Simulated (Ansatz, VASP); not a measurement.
**One calculation of GeN, two programs**

```xyz
2
Lattice="3.4896 0.0000 0.0000 -1.7448 3.0221 0.0000 0.0000 0.0000 3.5004" Properties=species:S:1:pos:R:3 pbc="T T T"
Ge    0.0000    0.0000    0.2154
N     0.0000    0.0000    1.9657
```

Alike in both runs: functional PBE; k mesh 7 × 7 × 5; occupations gaussian, width 0.2 eV; no spin polarisation.

Ansatz relaxed the structure, and its values are those at the end. VASP's run is a single point on that final structure, the one shown.

|  | VASP | Ansatz |
| --- | --- | --- |
| version | VASP 6.6.1 | Ansatz 0.2.0 |
| potentials or method | VASP PAW PBE potentials, release 64 (Ge_d, N), cutoff 600 eV | scalar-relativistic, plane waves, PAW |
| valence electrons in the cell | 19 | 19 |

VASP gave:

* gap on the k mesh at the Fermi level (eV): none
* pressure (GPa): 0.0

**Question.** Estimate Ansatz's values.

**Answer.** gap on the k mesh at the Fermi level (eV): none; pressure (GPa): 0.7.

A gap of «none» marks a metal or a gap that the smearing closes.
